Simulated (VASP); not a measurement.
A run of VASP 6.6.1 is set up as follows.

INCAR

```
SYSTEM = Ag
  ALGO = Normal
  EDIFF = 1E-7
  ENCUT = 520
  GGA = PS
  ISIF = 2
  ISMEAR = -1
  LASPH = .True.
  LCHARG = .False.
  LREAL = .False.
  LWAVE = .False.
  NBANDS = 18
  NELM = 60
  PREC = Accurate
  SIGMA = 0.1
```

The input KPOINTS:

```
k-points
0
Gamma
  10 10 10
  0 0 0
```

Contents of POSCAR:

```
Ag
1.0
    0.0000000000      2.9353814645      2.9353814645
    2.9353814645      0.0000000000      2.9353814645
    2.9353814645      2.9353814645      0.0000000000
Ag
2
Direct
    0.1250000000      0.1250000000      0.1250000000
    0.8750000000      0.8750000000      0.8750000000
```

Potentials or basis: VASP PAW PBE potentials, release 64 (Ag).

The run is started by

```bash
$ cat potpaw_PBE.64/Ag/POTCAR > POTCAR
$ mpirun -np 1 vasp_std > vasp.out
```

Problem. What does it give for the band gap on the k mesh?

Solution. Zero (band 11 reaches 4.40 eV, above the bottom of band 12 at 3.10 eV).

Problem. Predict the pressure.

Solution. 4.3 GPa.

Caveat: the PAW data sets were made with another functional, which shifts forces and pressure a little.
